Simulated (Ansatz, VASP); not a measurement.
## Two plane-wave programs on Hf

Contents of INCAR:

```
ALGO = Normal
EDIFF = 1E-7
EDIFFG = -0.002
ENCUT = 500
GGA = PS
GGA_COMPAT = F
IBRION = 2
ISIF = 3
ISMEAR = -1
LASPH = T
LCHARG = F
LREAL = F
LWAVE = F
NELM = 120
NELMIN = 4
NSW = 100
PREC = Accurate
SIGMA = 0.08
```

KPOINTS

```
k-points
0
Gamma
  12 12 8
```

File POSCAR:

```
Hf
1.0
    3.1967000000      0.0000000000      0.0000000000
   -1.5983500000      2.7684234083      0.0000000000
    0.0000000000      0.0000000000      5.0578000000
Hf
2
Direct
    0.3333333333      0.6666666667      0.2500000000
    0.6666666667      0.3333333333      0.7500000000
```

Input for Ansatz:

```yaml
crystal:
  lattice:
    - [3.19670000001, 0.0, 0.0]
    - [-1.59835, 2.76842340829, 0.0]
    - [0.0, 0.0, 5.0578]
  atoms:
    - { symbol: Hf, position: [0.333333333333, 0.666666666667, 0.25] }
    - { symbol: Hf, position: [0.666666666667, 0.333333333333, 0.75] }
kpoints:
  mp_grid: { grid: [12, 12, 8] }
scf:
  occupations: { method: fermi_dirac, width: 0.08 }
hamiltonian:
  xc: pbesol
  pseudopotentials: { kind: paw }
relax:
  f_tol: 0.002
  max_steps: 80
  cell: {}
output:
  forces: true
  stress: true
```

Alike in both runs: task relaxation of cell and atoms; functional PBEsol; k mesh 12 × 12 × 8; occupations fermi-dirac, width 0.08 eV; no spin polarisation.

|  | VASP | Ansatz |
| --- | --- | --- |
| version | VASP 6.6.1 | Ansatz 0.2.0 |
| potentials or method | VASP PAW PBE potentials, release 64 (Hf_pv) | PAW with Ansatz's default frozen-core files, scalar-relativistic |
| plane-wave cutoff (eV) | 500 | 420 |
| valence electrons in the cell | 20 | 52 |

Ansatz gave:

* relaxed volume (Å³/atom): 21.61
* relaxed length of the cell vector where the two differ most in proportion (Å): 5.005

Problem. Estimate VASP's values.

Solution. Relaxed volume (Å³/atom): 21.54; relaxed length of the cell vector where the two differ most in proportion (Å): 4.998.

VASP's potentials were made for PBE, not for PBEsol. VASP's potentials hold 20 valence electrons a cell and Ansatz's 52, so a difference there can come from the potentials and not from the codes.

Spin-orbit coupling is off throughout.
